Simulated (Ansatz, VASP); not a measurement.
## Two plane-wave programs on YHg

Contents of INCAR:

```
  PREC = Accurate
  ENCUT = 520
  EDIFF = 1E-8
  ISMEAR = -1
  SIGMA = 0.08
  LREAL = False
  LASPH = True
  NELM = 100
  ALGO = Normal
  ISIF = 2
  LWAVE = False
  LCHARG = False
  LEFG = True
  NBANDS = 18
```

The input KPOINTS:

```
regular mesh
0
Gamma
  11 11 11
```

File POSCAR:

```
YHg
1.0
    3.6820000000      0.0000000000      0.0000000000
    0.0000000000      3.6820000000      0.0000000000
    0.0000000000      0.0000000000      3.6820000000
Y Hg
1 1
Direct
    0.5000000000      0.5000000000      0.5000000000
    0.0000000000      0.0000000000      0.0000000000
```

Input for Ansatz:

```yaml
crystal:
  lattice:
    - [3.682, 0.0, 0.0]
    - [0.0, 3.682, 0.0]
    - [0.0, 0.0, 3.682]
  atoms:
    - { symbol: "Y", position: [0.5, 0.5, 0.5] }
    - { symbol: Hg, position: [0.0, 0.0, 0.0] }
kpoints:
  mp_grid: { grid: [11, 11, 11] }
  band_path:
    path:
      - [0.0, 0.0, 0.0]
      - [0.0, 0.5, 0.0]
      - [0.5, 0.5, 0.0]
      - [0.0, 0.0, 0.0]
      - [0.5, 0.5, 0.5]
      - [0.0, 0.5, 0.0]
      - [0.5, 0.5, 0.5]
      - [0.5, 0.5, 0.0]
    npoints: 14
scf:
  occupations: { method: fermi_dirac, width: 0.08 }
hamiltonian:
  xc: lda
  pseudopotentials: { kind: paw }
output:
  forces: true
  stress: true
  eigenvalues: true
  efg: { contact_densities: true }
  populations: true
  bader: true
  dos: { projected: true, de: 0.2, e_range: [-14, 8] }
  write_density: true
  write_potential: true
  elf: true
  volumetric_format: npy
```

Alike in both runs: task electric field gradients; functional LDA; k mesh 11 × 11 × 11; occupations fermi-dirac, width 0.08 eV; no spin polarisation.

|  | VASP | Ansatz |
| --- | --- | --- |
| version | VASP 6.6.1 | Ansatz 0.2.0 |
| potentials or method | VASP PAW LDA potentials, release 64 (Y_sv, Hg) | PAW with Ansatz's default frozen-core files, scalar-relativistic |
| plane-wave cutoff (eV) | 520 | 420 |
| valence electrons in the cell | 23 | 31 |

```csv
,VASP,Ansatz,Ansatz less VASP
pressure (GPa),-3.3,-3.5,-0.21
```

LDA's correlation is that of Perdew and Zunger in VASP and of Perdew and Wang (1992) in Ansatz. VASP's potentials hold 23 valence electrons a cell and Ansatz's 31, so a difference there can come from the potentials and not from the codes.

Neither program's run includes spin-orbit coupling.
